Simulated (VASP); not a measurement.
# Sn (Immm) in VASP: a series of runs

Sn is run at these levels: PBEsol+D3(BJ); tasks: single point.

All numbers are computed with VASP 6.6.1; they aren't measurements. Logs are shortened: lines on timing, memory, paths and dates and some standing lists are left out, and cuts for length are marked.

### 1 The cell of the first run

Symmetry: Immm, No. 71, orthorhombic system. Conventional cell: a = 3.249 Å, b = 3.342 Å, c = 5.281 Å, α = 90.00°, β = 90.00°, γ = 90.00°. Within 4.3 Å of Sn (site symmetry mmm) lie 12 Sn at 3.25 to 3.52 Å.

### 2 Single point, PBEsol+D3(BJ)

Contents of INCAR:

```
PREC = Accurate
ENCUT = 520
EDIFF = 1E-6
ISMEAR = 0
SIGMA = 0.15
LREAL = F
LASPH = T
NELM = 80
ALGO = Fast
ISIF = 2
LWAVE = F
LCHARG = T
GGA = PS
IVDW = 12
LELF = T
LVHAR = T
NBANDS = 13
```

Contents of KPOINTS:

```
Automatic mesh
0
Gamma
  22 22 22
```

Contents of POSCAR:

```
Sn
1.0
   -1.6247354043      1.6708536980      2.6405568838
    1.6247354043     -1.6708536980      2.6405568838
    1.6247354043      1.6708536980     -2.6405568838
Sn
1
Direct
    0.0000000000      0.0000000000      0.0000000000
```

Potentials or basis: VASP PAW PBE potentials, release 64 (Sn_d).

The run is started by

```
$ cat potpaw_PBE.64/Sn_d/POTCAR > POTCAR
$ mpirun -np 1 vasp_std > vasp.out
```

OUTCAR:

```text
PREC = Accurate
   ENCUT = 520
   EDIFF = 1E-6
   ISMEAR = 0
   LREAL = F
   LASPH = T
   NELM = 80
   ISIF = 2
   GGA = PS
   IVDW = 12
 IVDW          = 12

 ion  position               nearest neighbor table
   1  0.000  0.000  0.000-

  LATTYP: Found a body centered orthorhombic cell.
 ALAT       =     3.2494708086
 B/A-ratio  =     1.0283851103
 C/A-ratio  =     1.6252227143

  Lattice vectors:

 A1 = (  -1.6247354043,   1.6708536980,   2.6405568838)
 A2 = (   1.6247354043,  -1.6708536980,   2.6405568838)
 A3 = (   1.6247354043,   1.6708536980,  -2.6405568838)

Analysis of symmetry for initial positions (statically):
=====================================================================
 Subroutine PRICEL returns:
 Original cell was already a primitive cell.

 Routine SETGRP: Setting up the symmetry group for a
 body centered orthorhombic supercell.

 Subroutine GETGRP returns: Found  8 space group operations
 (whereof  8 operations were pure point group operations)
 out of a pool of  8 trial point group operations.

The static configuration has the point symmetry D_2h.

Analysis of symmetry for dynamics (positions and initial velocities):
=====================================================================
 Subroutine PRICEL returns:
 Original cell was already a primitive cell.

 Routine SETGRP: Setting up the symmetry group for a
 body centered orthorhombic supercell.

 Subroutine GETGRP returns: Found  8 space group operations
 (whereof  8 operations were pure point group operations)
 out of a pool of  8 trial point group operations.

The dynamic configuration has the point symmetry D_2h.

 Subroutine INISYM returns: Found  8 space group operations
 (whereof  8 operations are pure point group operations),
 and found     1 'primitive' translations

----------------------------------------------------------------------------------------

                                     Primitive cell

  volume of cell :      28.6732

  direct lattice vectors                    reciprocal lattice vectors
    -1.624735404  1.670853698  2.640556884     0.000000000  0.299248223  0.189353997
     1.624735404 -1.670853698  2.640556884     0.307742417  0.000000000  0.189353997
     1.624735404  1.670853698 -2.640556884     0.307742417  0.299248223  0.000000000

  length of vectors
     3.521939504  3.521939504  3.521939504     0.354124886  0.361331332  0.429249221

  position of ions in fractional coordinates (direct lattice)
     0.000000000  0.000000000  0.000000000

  ion indices of the primitive-cell ions
   primitive index   ion index
                 1           1

----------------------------------------------------------------------------------------

 KPOINTS: Automatic mesh

Automatic generation of k-mesh.
 Grid dimensions read from file:
 generate k-points for:   22   22   22

 Generating k-lattice:

  Cartesian coordinates                     Fractional coordinates (reciprocal lattice)
     0.000000000  0.013602192  0.008607000     0.045454545  0.000000000 -0.000000000
     0.013988292  0.000000000  0.008607000     0.000000000  0.045454545 -0.000000000
     0.013988292  0.013602192  0.000000000     0.000000000  0.000000000  0.045454545

  Length of vectors
     0.016096586  0.016424151  0.019511328

  Shift w.r.t. Gamma in fractional coordinates (k-lattice)
     0.000000000  0.000000000  0.000000000

 Subroutine IBZKPT returns following result:
 ===========================================

 Found   1530 irreducible k-points:

 Following reciprocal coordinates:
            Coordinates               Weight
  0.000000  0.000000  0.000000      1.000000
  0.045455  0.000000 -0.000000      4.000000
  0.090909  0.000000 -0.000000      4.000000
  0.136364  0.000000 -0.000000      4.000000
  0.181818  0.000000 -0.000000      4.000000
  0.227273  0.000000 -0.000000      4.000000
[... 16 lines left out ...]
  0.454545  0.045455  0.000000      8.000000
  0.500000  0.045455 -0.000000      8.000000
 [... further k-points ...]
   k-points           NKPTS =   1530   k-points in BZ     NKDIM =   1530   number of bands    NBANDS=     13
   number of dos      NEDOS =    301   number of ions     NIONS =      1
   total plane-waves  NPLWV =  21952
   dimension x,y,z NGX =    28 NGY =   28 NGZ =   28
   dimension x,y,z NGXF=    56 NGYF=   56 NGZF=   56
   ions per type =               1
   NGX,Y,Z   is equivalent  to a cutoff of  13.22, 13.22, 13.22 a.u.
   NGXF,Y,Z  is equivalent  to a cutoff of  26.43, 26.43, 26.43 a.u.
 SYSTEM =  unknown system
   PREC   = accura    normal or accurate (medium, high low for compatibility)
   ISTART =      0    job   : 0-new  1-cont  2-samecut
   ICHARG =      2    charge: 1-file 2-atom 10-const
   ISPIN  =      1    spin polarized calculation?
   LNONCOLLINEAR =      F non collinear calculations
   LSORBIT =      F    spin-orbit coupling
   LASPH  =      T    aspherical Exc in radial PAW
   ENCUT  =  520.0 eV  38.22 Ry    6.18 a.u.   6.55  6.55  6.55*2*pi/ulx,y,z
   NELM   =     80;   NELMIN=  2; NELMDL= -5     # of ELM steps
   EDIFF  = 0.1E-05   stopping-criterion for ELM
   LREAL  =      F    real-space projection
   EDIFFG = 0.1E-04   stopping-criterion for IOM
   NSW    =      0    number of steps for IOM
   IBRION =     -1    ionic relax: 0-MD 1-quasi-New 2-CG
   NFREE  =      0    steps in history (QN), initial steepest desc. (CG)
   ISIF   =      2    stress and relaxation
   ISYM   =      2    0-nonsym 1-usesym 2-fastsym
   POTIM  = 0.5000    time-step for ionic-motion
   TEBEG  =    0.0;   TEEND  =   0.0 temperature during run
   PSTRESS=    0.0 pullay stress
   NELECT =      14.0000    total number of electrons
   NUPDOWN=      -1.0000    fix difference up-down
   EMIN   =  10.00;   EMAX   =-10.00  energy-range for DOS
   EFERMI =   0.00;   METHOD = LEGACY
   ISMEAR =     0;   SIGMA  =   0.15  broadening in eV -4-tet -1-fermi 0-gaus
   EFERMI_NEDOS =   21; number of points for ismear=-14 and -15
   IALGO  =     68    algorithm
   IMIX   =      4    mixing-type and parameters
     AMIX     =   0.40;   BMIX     =  1.00
     AMIX_MAG =   1.60;   BMIX_MAG =  1.00
  volume/ion in A,a.u.               =      28.67       193.50
  Fermi-wavevector in a.u.,A,eV,Ry     =   1.289116  2.436076 22.610433  1.661820
  Thomas-Fermi vector in A             =   2.421028
   LORBIT       =      0    0 simple, 1 ext, 2 COOP (PROOUT), +10 PAW based schemes
   GGA     = PS    functional components
   LHFCALC =     F    Hartree Fock is set to
   AEXX    =    0.0000 exact exchange contribution
   IVDW    =    12    specifies the selected vdW correction
   LEPSILON=     F    determine dielectric tensor
   LRPA    =     F    only Hartree local field effects (RPA)
 non-spin polarized calculation
 RMM-DIIS sequential band-by-band and
 Gauss-broadening in eV      SIGMA  =   0.15
  energy-cutoff  :      520.00
  volume of cell :       28.67
 maximum number of plane-waves:       788
 NGX is ok and might be reduce to    28

 number of electron      14.0000001 magnetization

 Free energy of the ion-electron system (eV)
  ---------------------------------------------------
  ext. energy  EPLUGINS =         0.00000000
  ---------------------------------------------------
  free energy    TOTEN  =        -4.20525622 eV

  energy without entropy =       -4.19885764  energy(sigma->0) =       -4.20205693

 E-fermi :   7.3481     XC(G=0): -10.2515

 val. band max:        7.3480341841   @ k =   0.2727  -0.1818   0.0909
 cond. band min:       7.3484678402   @ k =  -0.4545   0.4545   0.1364
 fundamental gap:      0.0004336562
 Fermi energy:         7.3480812179

 k-point     1 :       0.0000    0.0000    0.0000
  band No.  band energies     occupation
      1     -14.1423      2.00000
      2     -14.0678      2.00000
      3     -14.0647      2.00000
      4     -14.0520      2.00000
      5     -13.9798      2.00000
      6      -3.4303      2.00000
      7      14.2574      0.00000
      8      14.4658      0.00000
      9      14.9735      0.00000
     10      18.1017      0.00000
     11      18.5270      0.00000
     12      18.8482      0.00000
     13      19.6053      0.00000

 k-point     2 :       0.0455    0.0000   -0.0000
  band No.  band energies     occupation
      1     -14.1409      2.00000
      2     -14.0680      2.00000
      3     -14.0636      2.00000
      4     -14.0509      2.00000
      5     -13.9804      2.00000
      6      -3.3904      2.00000
      7      13.8315      0.00000
      8      14.3164      0.00000
      9      14.9428      0.00000
     10      17.7204      0.00000
     11      18.7249      0.00000
     12      19.4091      0.00000
     13      19.6940      0.00000

 k-point     3 :       0.0909    0.0000   -0.0000
  band No.  band energies     occupation
      1     -14.1372      2.00000
      2     -14.0693      2.00000
      3     -14.0591      2.00000
      4     -14.0476      2.00000
      5     -13.9819      2.00000
      6      -3.2705      2.00000
      7      12.7516      0.00000
      8      14.0279      0.00000
      9      14.8594      0.00000
     10      17.3759      0.00000
     11      18.7522      0.00000
     12      19.5744      0.00000
     13      19.9482      0.00000
[... 305 lines left out ...]
 k-point    23 :       0.4545    0.0455    0.0000
  band No.  band energies     occupation
      1     -14.1223      2.00000
      2     -14.0851      2.00000
      3     -14.0409      2.00000
      4     -13.9639      2.00000
      5     -13.9520      2.00000
      6       0.3837      2.00000
      7       3.1904      2.00000
      8      11.4974      0.00000
      9      13.7601      0.00000
     10      15.6172      0.00000
     11      17.3296      0.00000
     12      19.0953      0.00000
     13      20.1326      0.00000

 k-point    24 :       0.5000    0.0455   -0.0000
  band No.  band energies     occupation
      1     -14.1222      2.00000
      2     -14.0854      2.00000
      3     -14.0413      2.00000
      4     -13.9643      2.00000
      5     -13.9497      2.00000
      6       0.5024      2.00000
      7       3.0368      2.00000
      8      11.4481      0.00000
      9      13.8188      0.00000
     10      15.6331      0.00000
     11      17.3254      0.00000
     12      19.1815      0.00000
     13      19.9346      0.00000

 [... further k-points ...]

------------------------ aborting loop because EDIFF is reached ----------------------------------------

 Edisp (eV)   -0.36812

 E8    (eV) :    -0.2594

  FORCE on cell =-STRESS in cart. coord.  units (eV):
  Direction    XX          YY          ZZ          XY          YZ          ZX
  --------------------------------------------------------------------------------------
  -------------------------------------------------------------------------------------
  Total      -0.89107    -1.06158    -1.10385     0.00000     0.00000     0.00000
  in kB     -49.79015   -59.31794   -61.67976     0.00000     0.00000     0.00000
  external pressure =      -56.93 kB  Pullay stress =        0.00 kB

 VOLUME and BASIS-vectors are now :
 -----------------------------------------------------------------------------
  energy-cutoff  :      520.00
  volume of cell :       28.67
      direct lattice vectors                 reciprocal lattice vectors
    -1.624735404  1.670853698  2.640556884     0.000000000  0.299248223  0.189353997
     1.624735404 -1.670853698  2.640556884     0.307742417  0.000000000  0.189353997
     1.624735404  1.670853698 -2.640556884     0.307742417  0.299248223  0.000000000

 POSITION                                       TOTAL-FORCE (eV/Angst)
 -----------------------------------------------------------------------------------
      0.00000      0.00000      0.00000         0.000000      0.000000      0.000000
 -----------------------------------------------------------------------------------
    total drift:                               -0.000000     -0.000000     -0.000000

  FREE ENERGIE OF THE ION-ELECTRON SYSTEM (eV)
  ---------------------------------------------------
  free  energy   TOTEN  =        -4.5733767702 eV

  energy  without entropy=       -4.5669781974  energy(sigma->0) =       -4.57017748
```

It took 8.6 min on 1 thread of Intel Xeon Platinum 8488C (Sapphire Rapids), shared host; peak memory 0.61 GiB.

Results:

```
Free energy                : -4.5734 eV
Pressure                   : -5.7 GPa
Band gap on the k mesh     : zero (band 7 reaches 14.26 eV, above the bottom of band 8 at 5.01 eV)
Dispersion energy per atom : -0.368 eV
```

Stress tensor (GPa, compression positive):
```
-4.98  0.00  0.00
 0.00 -5.93  0.00
 0.00  0.00 -6.17
```

Levels at points of the mesh, in eV from the Fermi level:
| k point | band 5 | band 6 | band 7 | band 8 | band 9 | band 10 |
| --- | --- | --- | --- | --- | --- | --- |
| (0.00, 0.00, 0.00) | -21.33 | -10.78 | 6.91 | 7.12 | 7.63 | 10.75 |
| (0.50, 0.00, 0.00) | -21.30 | -6.86 | -4.38 | 4.22 | 6.83 | 8.14 |
| (0.00, 0.50, 0.00) | -21.28 | -6.55 | -4.33 | 4.24 | 6.33 | 8.29 |
| (0.50, 0.50, 0.00) | -21.24 | -4.37 | -3.06 | 1.13 | 2.02 | 4.74 |
| (0.50, 0.50, 0.50) | -21.29 | -6.13 | -4.00 | 2.71 | 3.45 | 6.17 |

Caveat: the PAW data sets were made with another functional, which shifts forces and pressure a little; spin-orbit coupling is left out, which moves the levels of the heavy elements; pairwise dispersion overbinds metals, which lowers pressure and volume.

### 3 Single point, PBEsol+D3(BJ)

This run uses another cell than the first one, of the same volume but with other edges.

Contents of INCAR:

```
  ALGO = Fast
  EDIFF = 1E-6
  ENCUT = 520
  GGA = PS
  ISIF = 2
  ISMEAR = 0
  IVDW = 12
  LASPH = T
  LCHARG = F
  LREAL = F
  LWAVE = F
  NBANDS = 13
  NELM = 80
  PREC = Accurate
  SIGMA = 0.15
```

Contents of KPOINTS:

```
k-points
0
Gamma
  22 22 22
```

Contents of POSCAR:

```
Sn
1.0
   -1.7751992964      1.8255885243      2.2119055679
    1.7751992964     -1.8255885243      2.2119055679
    1.7751992964      1.8255885243     -2.2119055679
Sn
1
Direct
    0.0000000000      0.0000000000      0.0000000000
```

Potentials or basis: VASP PAW PBE potentials, release 64 (Sn_d).

The run is started by

```
$ cat potpaw_PBE.64/Sn_d/POTCAR > POTCAR
$ mpirun -np 1 vasp_std > vasp.out
```

It took 8 min on 1 thread of Intel Xeon Platinum 8488C (Sapphire Rapids), shared host; peak memory 0.61 GiB.

It converged, with:

```
Free energy                : -4.5774 eV
Pressure                   : -5.9 GPa
Band gap on the k mesh     : zero (band 7 reaches 14.45 eV, above the bottom of band 8 at 5.21 eV)
Dispersion energy per atom : -0.368 eV
```

Stress tensor (GPa, compression positive):
```
-5.89  0.00  0.00
 0.00 -6.15  0.00
 0.00  0.00 -5.67
```

Levels at points of the mesh, in eV from the Fermi level:
| k point | band 5 | band 6 | band 7 | band 8 | band 9 | band 10 |
| --- | --- | --- | --- | --- | --- | --- |
| (0.00, 0.00, 0.00) | -21.33 | -10.76 | 7.11 | 7.15 | 7.61 | 10.81 |
| (0.50, 0.00, 0.00) | -21.28 | -6.79 | -4.37 | 4.65 | 6.22 | 9.07 |
| (0.00, 0.50, 0.00) | -21.28 | -6.57 | -4.30 | 4.26 | 5.78 | 8.61 |
| (0.50, 0.50, 0.00) | -21.26 | -5.57 | -3.77 | 2.28 | 3.15 | 6.00 |
| (0.50, 0.50, 0.50) | -21.27 | -3.76 | -2.47 | 0.61 | 1.20 | 4.05 |

Caveat: the PAW data sets were made with another functional, which shifts forces and pressure a little; spin-orbit coupling is left out, which moves the levels of the heavy elements; pairwise dispersion overbinds metals, which lowers pressure and volume.

[end of part 1 of 2]
